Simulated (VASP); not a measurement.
**Ba: single point with LDA**

Crystal: Ba.

```xyz
1
Lattice="-2.3789 2.3789 2.3789 2.3789 -2.3789 2.3789 2.3789 2.3789 -2.3789" Properties=species:S:1:pos:R:3 pbc="T T T"
Ba    0.0000    0.0000    0.0000
```

```
Program                : VASP 6.6.1
Task                   : single point
Functional             : LDA
Potentials or basis    : VASP PAW LDA potentials, release 64 (Ba_sv)
Cutoff                 : 520 eV
k mesh                 : 9 × 9 × 9
Occupations            : methfessel-paxton, width 0.03 eV
Spin                   : no spin polarisation
Dipole correction      : no
Further INCAR settings : ALGO = Normal; EDIFF = 1e-06; NBANDS = 11
```

The pressure is 0.1 GPa and the band gap on the k mesh is zero (band 5 reaches 2.57 eV, above the bottom of band 6 at 1.31 eV).

Levels at points of the mesh, in eV from the Fermi level:
```csv
k point,band 1,band 2,band 3,band 4,band 5,band 6,band 7,band 8,band 9,band 10
"(0.00, 0.00, 0.00)",-28.60,-13.43,-13.43,-13.43,-2.82,1.91,1.91,1.91,3.60,3.60
```

Run time: 29 s on 1 thread of AMD EPYC 7R13 (shared host), peak memory 0.13 GiB.

Caveat: spin-orbit coupling is left out, which moves the levels of the heavy elements.
